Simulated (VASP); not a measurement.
# Si in VASP: single point with r2SCAN

Aim: the single point of Si with r2SCAN.

Everything below comes from runs of VASP 6.6.1. Logs are shortened: lines on timing, memory, paths and dates and some standing lists are left out, and cuts for length are marked.

## 1. The cell of the first run

The typed cell holds 8 atoms: a = 5.218 Å, b = 5.218 Å, c = 5.214 Å, α = 90.00°, β = 90.00°, γ = 56.14°.

## 2. Single point, r2SCAN (strain +0.000 along x and y, -0.030 along z)

POSCAR

```
Si
1.0
    4.6041643450     -2.4553413441      0.0000000000
    4.6041643450      2.4553413441      0.0000000000
    0.0000000000      0.0000000000      5.2140184106
Si
8
Direct
    0.4999882949      0.5000117051      0.7708469308
    0.5000117051      0.4999882949      0.2291530692
    0.0000117051      0.9999882949      0.2708469308
    0.9999882949      0.0000117051      0.7291530692
    0.7251470617      0.7251470617      0.5000000000
    0.2251470617      0.2251470617      0.0000000000
    0.2748529383      0.2748529383      0.5000000000
    0.7748529383      0.7748529383      0.0000000000
```

INCAR.step1

```
PREC = Accurate
ENCUT = 520
ISMEAR = 0
SIGMA = 0.15
LREAL = F
LASPH = T
NELM = 100
NBANDS = 26
GGA = PE
ALGO = Normal
EDIFF = 1E-4
LWAVE = T
LCHARG = F
```

INCAR.step2

```
PREC = Accurate
ENCUT = 520
EDIFF = 1E-7
ISMEAR = 0
SIGMA = 0.15
LREAL = F
LASPH = T
NELM = 100
ALGO = Normal
ISIF = 2
LWAVE = F
LCHARG = F
METAGGA = R2SCAN
LMIXTAU = T
NBANDS = 26
ISTART = 1
```

KPOINTS

```
regular mesh
0
Gamma
  10 10 8
```

Potentials or basis: VASP PAW PBE potentials, release 64 (Si).

Started as:

```
cat potpaw_PBE.64/Si/POTCAR > POTCAR
cp INCAR.step1 INCAR
mpirun -np 1 vasp_std > vasp.out
cp INCAR.step2 INCAR
mpirun -np 1 vasp_std > vasp.out
```

OUTCAR:

```text
PREC = Accurate
   ENCUT = 520
   EDIFF = 1E-7
   ISMEAR = 0
   LREAL = F
   LASPH = T
   NELM = 100
   ISIF = 2
   METAGGA = R2SCAN
   ISTART = 1

 ion  position               nearest neighbor table
   1  0.500  0.500  0.771-   2 2.39   4 2.46   4 2.46   5 2.51   7 2.51   6 2.80   8 2.80   2 2.82

   2  0.500  0.500  0.229-   1 2.39   3 2.46   3 2.46   5 2.51   7 2.51   6 2.80   8 2.80   1 2.82

   3  0.000  1.000  0.271-   4 2.39   2 2.46   2 2.46   6 2.51   8 2.51   7 2.80   5 2.80   4 2.82

   4  1.000  0.000  0.729-   3 2.39   1 2.46   1 2.46   6 2.51   8 2.51   7 2.80   5 2.80   3 2.82

   5  0.725  0.725  0.500-   7 2.50   7 2.50   1 2.51   2 2.51   8 2.65   8 2.65   3 2.80   4 2.80

   6  0.225  0.225  0.000-   8 2.50   8 2.50   3 2.51   4 2.51   7 2.65   7 2.65   1 2.80   2 2.80

   7  0.275  0.275  0.500-   5 2.50   5 2.50   1 2.51   2 2.51   6 2.65   6 2.65   3 2.80   4 2.80

   8  0.775  0.775  0.000-   6 2.50   6 2.50   3 2.51   4 2.51   5 2.65   5 2.65   1 2.80   2 2.80

  LATTYP: Found a base centered orthorhombic cell.
 ALAT       =     4.9106826882
 B/A-ratio  =     1.8751626352
 C/A-ratio  =     1.0617705809

  Lattice vectors:

 A1 = (  -4.6041643450,  -2.4553413441,   0.0000000000)
 A2 = (   4.6041643450,  -2.4553413441,   0.0000000000)
 A3 = (   0.0000000000,   0.0000000000,   5.2140184106)

Analysis of symmetry for initial positions (statically):
=====================================================================
 Subroutine PRICEL returns:
 Original cell was already a primitive cell.

 Routine SETGRP: Setting up the symmetry group for a
 base centered orthorhombic supercell.

 Subroutine GETGRP returns: Found  8 space group operations
 (whereof  4 operations were pure point group operations)
 out of a pool of  8 trial point group operations.

The static configuration has the point symmetry C_2h.
 The point group associated with its full space group is D_2h.

Analysis of symmetry for dynamics (positions and initial velocities):
=====================================================================
 Subroutine PRICEL returns:
 Original cell was already a primitive cell.

 Routine SETGRP: Setting up the symmetry group for a
 base centered orthorhombic supercell.

 Subroutine GETGRP returns: Found  8 space group operations
 (whereof  4 operations were pure point group operations)
 out of a pool of  8 trial point group operations.

The dynamic configuration has the point symmetry C_2h.
 The point group associated with its full space group is D_2h.

 Subroutine INISYM returns: Found  8 space group operations
 (whereof  4 operations are pure point group operations),
 and found     1 'primitive' translations

----------------------------------------------------------------------------------------

                                     Primitive cell

  volume of cell :     117.8868

  direct lattice vectors                    reciprocal lattice vectors
     4.604164345 -2.455341344  0.000000000     0.108597340 -0.203637674  0.000000000
     4.604164345  2.455341344  0.000000000     0.108597340  0.203637674  0.000000000
     0.000000000  0.000000000  5.214018411     0.000000000  0.000000000  0.191790654

  length of vectors
     5.217952705  5.217952705  5.214018411     0.230784931  0.230784931  0.191790654

  position of ions in fractional coordinates (direct lattice)
     0.499988295  0.500011705  0.770846931
     0.500011705  0.499988295  0.229153069
     0.000011705  0.999988295  0.270846931
     0.999988295  0.000011705  0.729153069
     0.725147062  0.725147062  0.500000000
     0.225147062  0.225147062  0.000000000
     0.274852938  0.274852938  0.500000000
     0.774852938  0.774852938  0.000000000

  ion indices of the primitive-cell ions
   primitive index   ion index
                 1           1
                 2           2
                 3           3
                 4           4
                 5           5
                 6           6
                 7           7
                 8           8

----------------------------------------------------------------------------------------

 KPOINTS: regular mesh

Automatic generation of k-mesh.
 Grid dimensions read from file:
 generate k-points for:   10   10    8

 Generating k-lattice:

  Cartesian coordinates                     Fractional coordinates (reciprocal lattice)
     0.010859734 -0.020363767  0.000000000     0.100000000 -0.000000000  0.000000000
     0.010859734  0.020363767  0.000000000    -0.000000000  0.100000000  0.000000000
     0.000000000  0.000000000  0.023973832     0.000000000  0.000000000  0.125000000

  Length of vectors
     0.023078493  0.023078493  0.023973832

  Shift w.r.t. Gamma in fractional coordinates (k-lattice)
     0.000000000  0.000000000  0.000000000

 Subroutine IBZKPT returns following result:
 ===========================================

 Found    155 irreducible k-points:

 Following reciprocal coordinates:
            Coordinates               Weight
  0.000000  0.000000  0.000000      1.000000
  0.100000  0.000000  0.000000      4.000000
  0.200000  0.000000  0.000000      4.000000
  0.300000  0.000000  0.000000      4.000000
  0.400000  0.000000  0.000000      4.000000
  0.500000  0.000000  0.000000      2.000000
[... 16 lines left out ...]
  0.300000  0.300000  0.000000      2.000000
  0.400000  0.300000  0.000000      4.000000
 [... further k-points ...]
   k-points           NKPTS =    155   k-points in BZ     NKDIM =    155   number of bands    NBANDS=     26
   number of dos      NEDOS =    301   number of ions     NIONS =      8
   total plane-waves  NPLWV =  64000
   dimension x,y,z NGX =    40 NGY =   40 NGZ =   40
   dimension x,y,z NGXF=    80 NGYF=   80 NGZF=   80
   ions per type =               8
   NGX,Y,Z   is equivalent  to a cutoff of  12.74, 12.74, 12.75 a.u.
   NGXF,Y,Z  is equivalent  to a cutoff of  25.49, 25.49, 25.51 a.u.
 SYSTEM =  unknown system
   PREC   = accura    normal or accurate (medium, high low for compatibility)
   ISTART =      1    job   : 0-new  1-cont  2-samecut
   ICHARG =      0    charge: 1-file 2-atom 10-const
   ISPIN  =      1    spin polarized calculation?
   LNONCOLLINEAR =      F non collinear calculations
   LSORBIT =      F    spin-orbit coupling
   LASPH  =      T    aspherical Exc in radial PAW
   ENCUT  =  520.0 eV  38.22 Ry    6.18 a.u.   9.70  9.70  9.69*2*pi/ulx,y,z
   NELM   =    100;   NELMIN=  2; NELMDL=  0     # of ELM steps
   EDIFF  = 0.1E-06   stopping-criterion for ELM
   LREAL  =      F    real-space projection
   EDIFFG = 0.1E-05   stopping-criterion for IOM
   NSW    =      0    number of steps for IOM
   IBRION =     -1    ionic relax: 0-MD 1-quasi-New 2-CG
   NFREE  =      0    steps in history (QN), initial steepest desc. (CG)
   ISIF   =      2    stress and relaxation
   ISYM   =      2    0-nonsym 1-usesym 2-fastsym
   POTIM  = 0.5000    time-step for ionic-motion
   TEBEG  =    0.0;   TEEND  =   0.0 temperature during run
   PSTRESS=    0.0 pullay stress
   NELECT =      32.0000    total number of electrons
   NUPDOWN=      -1.0000    fix difference up-down
   EMIN   =  10.00;   EMAX   =-10.00  energy-range for DOS
   EFERMI =   0.00;   METHOD = LEGACY
   ISMEAR =     0;   SIGMA  =   0.15  broadening in eV -4-tet -1-fermi 0-gaus
   EFERMI_NEDOS =   21; number of points for ismear=-14 and -15
   IALGO  =     38    algorithm
   IMIX   =      4    mixing-type and parameters
     AMIX     =   0.40;   BMIX     =  1.00
     AMIX_MAG =   1.60;   BMIX_MAG =  1.00
  volume/ion in A,a.u.               =      14.74        99.44
  Fermi-wavevector in a.u.,A,eV,Ry     =   1.059993  2.003097 15.287310  1.123586
  Thomas-Fermi vector in A             =   2.195358
   LORBIT       =      0    0 simple, 1 ext, 2 COOP (PROOUT), +10 PAW based schemes
   METAGGA = R2SCAN    functional components
   LHFCALC =     F    Hartree Fock is set to
   AEXX    =    0.0000 exact exchange contribution
   IVDW    =     0    specifies the selected vdW correction
   LEPSILON=     F    determine dielectric tensor
   LRPA    =     F    only Hartree local field effects (RPA)
 non-spin polarized calculation
 Gauss-broadening in eV      SIGMA  =   0.15
  energy-cutoff  :      520.00
  volume of cell :      117.89
 maximum number of plane-waves:      3192
   NGX = 19   NGY = 19   NGZ = 19

 number of electron      31.9999997 magnetization

 Free energy of the ion-electron system (eV)
  ---------------------------------------------------
  ext. energy  EPLUGINS =         0.00000000
  ---------------------------------------------------
  free energy    TOTEN  =       -66.62573883 eV

  energy without entropy =      -66.59594196  energy(sigma->0) =      -66.61084040

 E-fermi :   9.6203     XC(G=0): -11.6391

 val. band max:        9.6199704863   @ k =   0.5000   0.3000   0.2500
 cond. band min:       9.6246083430   @ k =  -0.3000   0.2000   0.5000
 fundamental gap:      0.0046378567
 Fermi energy:         9.6203141880

 k-point     1 :       0.0000    0.0000    0.0000
  band No.  band energies     occupation
      1      -5.2265      2.00000
      2       0.2958      2.00000
      3       0.3085      2.00000
      4       1.4340      2.00000
      5       1.6624      2.00000
      6       1.9032      2.00000
[... 18 lines left out ...]
     25      16.5410      0.00000
     26      17.5994      0.00000

 k-point     2 :       0.1000    0.0000    0.0000
  band No.  band energies     occupation
      1      -5.1461      2.00000
      2       0.3663      2.00000
      3       0.3861      2.00000
      4       0.9286      2.00000
      5       1.1290      2.00000
      6       1.6596      2.00000
[... 18 lines left out ...]
     25      16.0702      0.00000
     26      16.6285      0.00000

 k-point     3 :       0.2000    0.0000    0.0000
  band No.  band energies     occupation
      1      -4.9052      2.00000
      2      -0.2535      2.00000
      3       0.6148      2.00000
      4       0.6185      2.00000
      5       0.7250      2.00000
      6       1.1799      2.00000
[... 18 lines left out ...]
     25      16.3015      0.00000
     26      16.3297      0.00000

 k-point     4 :       0.3000    0.0000    0.0000
  band No.  band energies     occupation
      1      -4.5048      2.00000
      2      -1.3701      2.00000
      3       0.4373      2.00000
      4       0.7347      2.00000
      5       1.0044      2.00000
      6       1.0195      2.00000
[... 18 lines left out ...]
     25      16.0146      0.00000
     26      16.2976      0.00000

 k-point     5 :       0.4000    0.0000    0.0000
  band No.  band energies     occupation
      1      -3.9467      2.00000
      2      -2.3720      2.00000
      3       0.2931      2.00000
      4       0.4496      2.00000
      5       1.5414      2.00000
      6       1.5444      2.00000
[... 18 lines left out ...]
     25      16.1084      0.00000
     26      16.2390      0.00000

 k-point     6 :       0.5000    0.0000    0.0000
  band No.  band energies     occupation
      1      -3.2341      2.00000
      2      -3.2341      2.00000
      3       0.2976      2.00000
      4       0.2976      2.00000
      5       2.2252      2.00000
      6       2.2252      2.00000
[... 427 lines left out ...]
 k-point    21 :      -0.3000    0.2000    0.0000
  band No.  band energies     occupation
      1      -3.6616      2.00000
      2      -2.2571      2.00000
      3      -1.5001      2.00000
      4       1.8194      2.00000
      5       1.8296      2.00000
      6       2.5451      2.00000
[... 18 lines left out ...]
     25      14.6329      0.00000
     26      15.9832      0.00000

 k-point    22 :      -0.2000    0.2000    0.0000
  band No.  band energies     occupation
      1      -4.2328      2.00000
      2      -1.3681      2.00000
      3      -1.0976      2.00000
      4       1.2698      2.00000
      5       1.2754      2.00000
      6       2.4052      2.00000
[... 18 lines left out ...]
     25      15.6184      0.00000
     26      16.0894      0.00000

 k-point    23 :       0.3000    0.3000    0.0000
  band No.  band energies     occupation
      1      -4.5815      2.00000
      2      -1.7221      2.00000
      3       0.2856      2.00000
      4       0.8984      2.00000
      5       0.9297      2.00000
      6       2.3842      2.00000
[... 18 lines left out ...]
     25      15.1916      0.00000
     26      15.2033      0.00000

 k-point    24 :       0.4000    0.3000    0.0000
  band No.  band energies     occupation
      1      -4.2879      2.00000
      2      -2.1345      2.00000
      3      -0.3365      2.00000
      4       1.1600      2.00000
      5       1.2016      2.00000
      6       2.8829      2.00000
[... 18 lines left out ...]
     25      14.3970      0.00000
     26      14.5508      0.00000

 [... further k-points ...]
[... 5 lines left out ...]
  --------------------------------------------------------------------------------------
  -------------------------------------------------------------------------------------
  Total        2.1293703      0.4772358      4.9867422      0.0000000      0.0000000      0.0000000
  in kB       28.9398666      6.4860204     67.7738643      0.0000000      0.0000000      0.0000000
  external PRESSURE =      34.3999171 kB  Pullay stress =       0.0000000 kB

 VOLUME and BASIS-vectors are now :
 -----------------------------------------------------------------------------
  energy-cutoff  :      520.00
  volume of cell :      117.89
      direct lattice vectors                 reciprocal lattice vectors
     4.604164345 -2.455341344  0.000000000     0.108597340 -0.203637674  0.000000000
     4.604164345  2.455341344  0.000000000     0.108597340  0.203637674  0.000000000
     0.000000000  0.000000000  5.214018411     0.000000000  0.000000000  0.191790654

 POSITION                                       TOTAL-FORCE (eV/Angst)
 -----------------------------------------------------------------------------------
      4.60416      0.00006      4.01921         0.000000     -0.000142     -0.146143
      4.60416     -0.00006      1.19481         0.000000      0.000142      0.146143
      4.60416      2.45528      1.41220         0.000000      0.000142     -0.146143
      4.60416     -2.45528      3.80182         0.000000     -0.000142      0.146143
      6.67739      0.00000      2.60701         0.081353      0.000000      0.000000
      2.07323      0.00000      0.00000         0.081353      0.000000      0.000000
      2.53094      0.00000      2.60701        -0.081353      0.000000     -0.000000
      7.13510      0.00000      0.00000        -0.081353      0.000000      0.000000
 -----------------------------------------------------------------------------------
    total drift:                                0.000000     -0.000000     -0.000000

  FREE ENERGIE OF THE ION-ELECTRON SYSTEM (eV)
  ---------------------------------------------------
  free  energy   TOTEN  =       -66.6257388303 eV

  energy  without entropy=      -66.5959419621  energy(sigma->0) =      -66.61084040
```

It took 11 min on 1 thread of Intel Xeon 6975P-C (Granite Rapids), shared host; peak memory 0.46 GiB.

What came out:

- Free energy: -66.6257 eV
- Pressure: 3.4 GPa
- Largest force: 0.146 eV/Å
- Band gap on the k mesh: zero (bands 16 and 17 overlap by 2.96 eV)

Forces in eV/Å, atoms in the order of the input:
```
Si   0.000  0.000 -0.146
Si   0.000  0.000  0.146
Si   0.000  0.000 -0.146
Si   0.000  0.000  0.146
Si   0.081  0.000  0.000
Si   0.081  0.000  0.000
Si  -0.081  0.000  0.000
Si  -0.081  0.000  0.000
```

Caveat: the cell differs from its parent crystal (strain +0.000 along x and y, -0.030 along z); the stress differs along the axes, from 1 to 7 GPa; the PAW data sets were made with another functional, which shifts forces and pressure a little.
